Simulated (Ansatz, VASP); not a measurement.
## Cu in VASP and in Ansatz

Contents of INCAR:

```
SYSTEM = Cu
ALGO = Normal ; EDIFF = 1E-6
ENCUT = 600 ; GGA = PE
GGA_COMPAT = .False. ; ISIF = 2
ISMEAR = 0 ; LASPH = .True.
LCHARG = .False. ; LDAU = .True.
LDAUJ = 0 ; LDAUL = 2
LDAUPRINT = 1 ; LDAUTYPE = 2
LDAUU = 1 ; LMAXMIX = 4
LREAL = .False. ; LWAVE = .False.
NBANDS = 12 ; NELM = 200
PREC = Accurate ; SIGMA = 0.1
```

Contents of KPOINTS:

```
k-points
0
Gamma
  20 20 20
  0 0 0
```

The input POSCAR:

```
Cu
1.0
   -1.5362249878      1.5362249878      1.3999702793
    1.5362249878     -1.5362249878      1.3999702793
    1.5362249878      1.5362249878     -1.3999702793
Cu
1
Direct
    0.0000000000      0.0000000000      0.0000000000
```

Input for Ansatz:

```yaml
crystal:
  lattice:
    - [-1.5362249878, 1.5362249878, 1.3999702793]
    - [1.5362249878, -1.5362249878, 1.3999702793]
    - [1.5362249878, 1.5362249878, -1.3999702793]
  atoms:
    - { symbol: Cu, position: [0.0, 0.0, 0.0] }
basis:
  ecutwfc: 420
kpoints:
  mp_grid: { grid: [20, 20, 20] }
hamiltonian:
  xc: pbe
  hubbard: { sites: [{ species: Cu, l: d, u_eff: 1.0 }], double_counting: fll }
scf:
  occupations: { method: gaussian, width: 0.1 }
  eigensolver: { kind: davidson }
output:
  forces: true
  eigenvalues: true
  stress: true
```

Alike in both runs: task single point; functional PBE; k mesh 20 × 20 × 20; occupations gaussian, width 0.1 eV; no spin polarisation; Hubbard terms Cu d U = 1.0 eV.

|  | VASP | Ansatz |
| --- | --- | --- |
| version | VASP 6.6.1 | Ansatz 0.2.0 |
| potentials or method | VASP PAW PBE potentials, release 64 (Cu), cutoff 600 eV | scalar-relativistic, plane waves, PAW |
| valence electrons in the cell | 11 | 19 |

|  | VASP | Ansatz | Ansatz less VASP |
| --- | --- | --- | --- |
| gap on the k mesh at the Fermi level (eV) | none | none | - |
| pressure (GPa) | -9.5 | -9.7 | -0.26 |
| traceless stress, the component that is largest in VASP (GPa) | -0.07 | -0.09 | -0.015 |

The programs project onto different local orbitals, so the same U acts differently, and such runs can settle in different states. A gap of «none» marks a metal or a gap that the smearing closes. VASP's potentials hold 11 valence electrons a cell and Ansatz's 19, so a difference there can come from the potentials and not from the codes. Ansatz's warnings: filled band counts differ across k points.
